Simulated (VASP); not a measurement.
# Ga in VASP: single point with r2SCAN

Aim: the single point of Ga with r2SCAN.

Everything below comes from runs of VASP 6.6.1. Logs are shortened: lines on timing, memory, paths and dates and some standing lists are left out, and cuts for length are marked.

## (1) The cell of the first run

The cell holds a molecule in a box, 1 atom: a = 12.000 Å, b = 12.600 Å, c = 13.200 Å, α = 90.00°, β = 90.00°, γ = 90.00°.

## (2) Single point, r2SCAN, collinear spin, ferromagnetic start

The input, POSCAR:

```
Ga
1.0
   12.0000000000      0.0000000000      0.0000000000
    0.0000000000     12.6000000000      0.0000000000
    0.0000000000      0.0000000000     13.2000000000
Ga
1
Direct
    0.5000000000      0.5000000000      0.5000000000
```

The input, INCAR.step1:

```
  ALGO = Normal
  EDIFF = 1E-5
  ENCUT = 440
  GGA = PE
  GGA_COMPAT = False
  ISMEAR = 0
  ISPIN = 2
  LASPH = True
  LCHARG = False
  LREAL = False
  LWAVE = True
  MAGMOM = 1
  NBANDS = 16
  NELM = 200
  NELMDL = -8
  PREC = Accurate
  SIGMA = 0.01
```

The input, INCAR.step2:

```
  ALGO = Normal
  EDIFF = 1E-6
  ENCUT = 440
  GGA_COMPAT = False
  ISIF = 2
  ISMEAR = 0
  ISPIN = 2
  ISTART = 1
  LASPH = True
  LCHARG = False
  LMIXTAU = True
  LORBIT = 11
  LREAL = False
  LWAVE = False
  MAGMOM = 1
  METAGGA = R2SCAN
  NBANDS = 16
  NELM = 200
  PREC = Accurate
  SIGMA = 0.01
```

The input, KPOINTS:

```
k-points
0
Gamma
  1 1 1
```

Potentials or basis: VASP PAW PBE potentials, release 64 (Ga_d).

On the command line:

```
cat potpaw_PBE.64/Ga_d/POTCAR > POTCAR
cp INCAR.step1 INCAR
mpirun -np 1 vasp_gam > vasp.out
cp INCAR.step2 INCAR
mpirun -np 1 vasp_gam > vasp.out
```

OUTCAR:

```text
EDIFF = 1E-6
   ENCUT = 440
   ISIF = 2
   ISMEAR = 0
   ISPIN = 2
   ISTART = 1
   LASPH = True
   LORBIT = 11
   LREAL = False
   METAGGA = R2SCAN
   NELM = 200
   PREC = Accurate

 ion  position               nearest neighbor table
   1  0.500  0.500  0.500-

  LATTYP: Found a simple orthorhombic cell.
 ALAT       =    12.0000000000
 B/A-ratio  =     1.0500000000
 C/A-ratio  =     1.1000000000

  Lattice vectors:

 A1 = (  12.0000000000,   0.0000000000,   0.0000000000)
 A2 = (   0.0000000000,  12.6000000000,   0.0000000000)
 A3 = (   0.0000000000,   0.0000000000,  13.2000000000)

Analysis of symmetry for initial positions (statically):
=====================================================================
 Subroutine PRICEL returns:
 Original cell was already a primitive cell.

 Routine SETGRP: Setting up the symmetry group for a
 simple orthorhombic supercell.

 Subroutine GETGRP returns: Found  8 space group operations
 (whereof  8 operations were pure point group operations)
 out of a pool of  8 trial point group operations.

The static configuration has the point symmetry D_2h.

Analysis of symmetry for dynamics (positions and initial velocities):
=====================================================================
 Subroutine PRICEL returns:
 Original cell was already a primitive cell.

 Routine SETGRP: Setting up the symmetry group for a
 simple orthorhombic supercell.

 Subroutine GETGRP returns: Found  8 space group operations
 (whereof  8 operations were pure point group operations)
 out of a pool of  8 trial point group operations.

The dynamic configuration has the point symmetry D_2h.

Analysis of structural, dynamic, and magnetic symmetry:
=====================================================================
 Subroutine PRICEL returns:
 Original cell was already a primitive cell.

 Routine SETGRP: Setting up the symmetry group for a
 simple orthorhombic supercell.

 Subroutine GETGRP returns: Found  8 space group operations
 (whereof  8 operations were pure point group operations)
 out of a pool of  8 trial point group operations.

The overall configuration has the point symmetry D_2h.

 Subroutine INISYM returns: Found  8 space group operations
 (whereof  8 operations are pure point group operations),
 and found     1 'primitive' translations

----------------------------------------------------------------------------------------

                                     Primitive cell

  volume of cell :    1995.8400

  direct lattice vectors                    reciprocal lattice vectors
    12.000000000  0.000000000  0.000000000     0.083333333  0.000000000  0.000000000
     0.000000000 12.600000000  0.000000000     0.000000000  0.079365079  0.000000000
     0.000000000  0.000000000 13.200000000     0.000000000  0.000000000  0.075757576

  length of vectors
    12.000000000 12.600000000 13.200000000     0.083333333  0.079365079  0.075757576

  position of ions in fractional coordinates (direct lattice)
     0.500000000  0.500000000  0.500000000

  ion indices of the primitive-cell ions
   primitive index   ion index
                 1           1

----------------------------------------------------------------------------------------

 KPOINTS: k-points

Automatic generation of k-mesh.
 Grid dimensions read from file:
 generate k-points for:    1    1    1

 Generating k-lattice:

  Cartesian coordinates                     Fractional coordinates (reciprocal lattice)
     0.083333333  0.000000000  0.000000000     1.000000000  0.000000000  0.000000000
     0.000000000  0.079365079  0.000000000     0.000000000  1.000000000  0.000000000
     0.000000000  0.000000000  0.075757576     0.000000000  0.000000000  1.000000000

  Length of vectors
     0.083333333  0.079365079  0.075757576

  Shift w.r.t. Gamma in fractional coordinates (k-lattice)
     0.000000000  0.000000000  0.000000000

 Subroutine IBZKPT returns following result:
 ===========================================

 Found      1 irreducible k-points:

 Following reciprocal coordinates:
            Coordinates               Weight
  0.000000  0.000000  0.000000      1.000000
   k-points           NKPTS =      1   k-points in BZ     NKDIM =      1   number of bands    NBANDS=     16
   number of dos      NEDOS =    301   number of ions     NIONS =      1
   total plane-waves  NPLWV = 680400
   dimension x,y,z NGX =    84 NGY =   90 NGZ =   90
   dimension x,y,z NGXF=   168 NGYF=  180 NGZF=  180
   ions per type =               1
   NGX,Y,Z   is equivalent  to a cutoff of  11.64, 11.87, 11.33 a.u.
   NGXF,Y,Z  is equivalent  to a cutoff of  23.27, 23.75, 22.67 a.u.
 SYSTEM =  unknown system
   PREC   = accura    normal or accurate (medium, high low for compatibility)
   ISTART =      1    job   : 0-new  1-cont  2-samecut
   ICHARG =      0    charge: 1-file 2-atom 10-const
   ISPIN  =      2    spin polarized calculation?
   LNONCOLLINEAR =      F non collinear calculations
   LSORBIT =      F    spin-orbit coupling
   LASPH  =      T    aspherical Exc in radial PAW
   ENCUT  =  440.0 eV  32.34 Ry    5.69 a.u.  20.52 21.55 22.58*2*pi/ulx,y,z
   NELM   =    200;   NELMIN=  2; NELMDL=  0     # of ELM steps
   EDIFF  = 0.1E-05   stopping-criterion for ELM
   LREAL  =      F    real-space projection
   EDIFFG = 0.1E-04   stopping-criterion for IOM
   NSW    =      0    number of steps for IOM
   IBRION =     -1    ionic relax: 0-MD 1-quasi-New 2-CG
   NFREE  =      0    steps in history (QN), initial steepest desc. (CG)
   ISIF   =      2    stress and relaxation
   ISYM   =      2    0-nonsym 1-usesym 2-fastsym
   POTIM  = 0.5000    time-step for ionic-motion
   TEBEG  =    0.0;   TEEND  =   0.0 temperature during run
   PSTRESS=    0.0 pullay stress
   NELECT =      13.0000    total number of electrons
   NUPDOWN=      -1.0000    fix difference up-down
   EMIN   =  10.00;   EMAX   =-10.00  energy-range for DOS
   EFERMI =   0.00;   METHOD = LEGACY
   ISMEAR =     0;   SIGMA  =   0.01  broadening in eV -4-tet -1-fermi 0-gaus
   EFERMI_NEDOS =   21; number of points for ismear=-14 and -15
   IALGO  =     38    algorithm
   IMIX   =      4    mixing-type and parameters
     AMIX     =   0.40;   BMIX     =  1.00
     AMIX_MAG =   1.60;   BMIX_MAG =  1.00
  volume/ion in A,a.u.               =    1995.84     13468.59
  Fermi-wavevector in a.u.,A,eV,Ry     =   0.305737  0.577758  1.271802  0.093475
  Thomas-Fermi vector in A             =   1.179037
   LORBIT       =     11    0 simple, 1 ext, 2 COOP (PROOUT), +10 PAW based schemes
   METAGGA = R2SCAN    functional components
   LHFCALC =     F    Hartree Fock is set to
   AEXX    =    0.0000 exact exchange contribution
   IVDW    =     0    specifies the selected vdW correction
   LEPSILON=     F    determine dielectric tensor
   LRPA    =     F    only Hartree local field effects (RPA)
 spin polarized calculation
 Gauss-broadening in eV      SIGMA  =   0.01
  energy-cutoff  :      440.00
  volume of cell :     1995.84
 maximum number of plane-waves:     20924
 NGX is ok and might be reduce to    84
   NGX = 41   NGY = 43   NGZ = 45

 number of electron      13.0000001 magnetization       1.0000000

 Free energy of the ion-electron system (eV)
  ---------------------------------------------------
  ext. energy  EPLUGINS =         0.00000000
  ---------------------------------------------------
  free energy    TOTEN  =        -8.60954984 eV

  energy without entropy =       -8.60954984  energy(sigma->0) =       -8.60954984

 E-fermi :  -2.9937     XC(G=0):  -0.3725

 val. band max:       -3.0823056496   @ k =   0.0000   0.0000   0.0000
 cond. band min:      -2.3580908271   @ k =   0.0000   0.0000   0.0000
 fundamental gap:      0.7242148224
 Fermi energy:        -2.9937104801

 spin component 1

 k-point     1 :       0.0000    0.0000    0.0000
  band No.  band energies     occupation
      1     -19.6229      1.00000
      2     -19.6220      1.00000
      3     -19.4580      1.00000
      4     -19.4580      1.00000
      5     -19.3960      1.00000
      6      -9.2929      1.00000
      7      -3.0823      1.00000
      8      -2.3581      0.00000
      9      -2.3573      0.00000
     10      -0.0958      0.00000
     11       0.8415      0.00000
     12       0.8795      0.00000
     13       0.8977      0.00000
     14       0.9655      0.00000
     15       1.0234      0.00000
     16       1.1225      0.00000
 Fermi energy:        -2.9937104801

 spin component 2

 k-point     1 :       0.0000    0.0000    0.0000
  band No.  band energies     occupation
      1     -19.6226      1.00000
      2     -19.6225      1.00000
      3     -19.3661      1.00000
      4     -19.3659      1.00000
      5     -19.2862      1.00000
      6      -8.6523      1.00000
      7      -1.9908      0.00000
      8      -1.9899      0.00000
      9      -0.9941      0.00000
     10      -0.0172      0.00000
     11       0.8607      0.00000
     12       0.9146      0.00000
     13       0.9500      0.00000
     14       0.9923      0.00000
     15       1.0641      0.00000
     16       1.0892      0.00000

------------------------ aborting loop because EDIFF is reached ----------------------------------------

  FORCE on cell =-STRESS in cart. coord.  units (eV):
  Direction    XX          YY          ZZ          XY          YZ          ZX
  --------------------------------------------------------------------------------------
  -------------------------------------------------------------------------------------
  Total       -0.0094987     -0.0041435     -0.0107942     -0.0000000      0.0000000      0.0000000
  in kB       -0.0076252     -0.0033262     -0.0086652     -0.0000000      0.0000000      0.0000000
  external PRESSURE =      -0.0065389 kB  Pullay stress =       0.0000000 kB

 VOLUME and BASIS-vectors are now :
 -----------------------------------------------------------------------------
  energy-cutoff  :      440.00
  volume of cell :     1995.84
      direct lattice vectors                 reciprocal lattice vectors
    12.000000000  0.000000000  0.000000000     0.083333333  0.000000000  0.000000000
     0.000000000 12.600000000  0.000000000     0.000000000  0.079365079  0.000000000
     0.000000000  0.000000000 13.200000000     0.000000000  0.000000000  0.075757576

 POSITION                                       TOTAL-FORCE (eV/Angst)
 -----------------------------------------------------------------------------------
      6.00000      6.30000      6.60000         0.000000      0.000000      0.000000
 -----------------------------------------------------------------------------------
    total drift:                                0.000000     -0.000000     -0.000000

  FREE ENERGIE OF THE ION-ELECTRON SYSTEM (eV)
  ---------------------------------------------------
  free  energy   TOTEN  =        -8.6095498410 eV

  energy  without entropy=       -8.6095498410  energy(sigma->0) =       -8.60954984

 total charge

# of ion       s       p       d       tot
------------------------------------------
    1        1.172   0.287   9.913  11.372

 magnetization (x)

# of ion       s       p       d       tot
------------------------------------------
    1       -0.011   0.287  -0.004   0.273
```

It took 11 min on 1 thread of Intel Xeon 6975P-C, shared host; peak memory 2 GiB.

Results:

| Property | Result |
| --- | --- |
| Free energy | -8.6095 eV |
| Gap between the frontier levels | 0.72 eV |
| Net moment | 1.00 μB per cell |
| Site moments | Ga +0.27 μB |
| Valence electrons inside the program's atomic spheres | Ga 11.37 |

Caveat: the PAW data sets were made with another functional, which shifts forces and pressure a little.
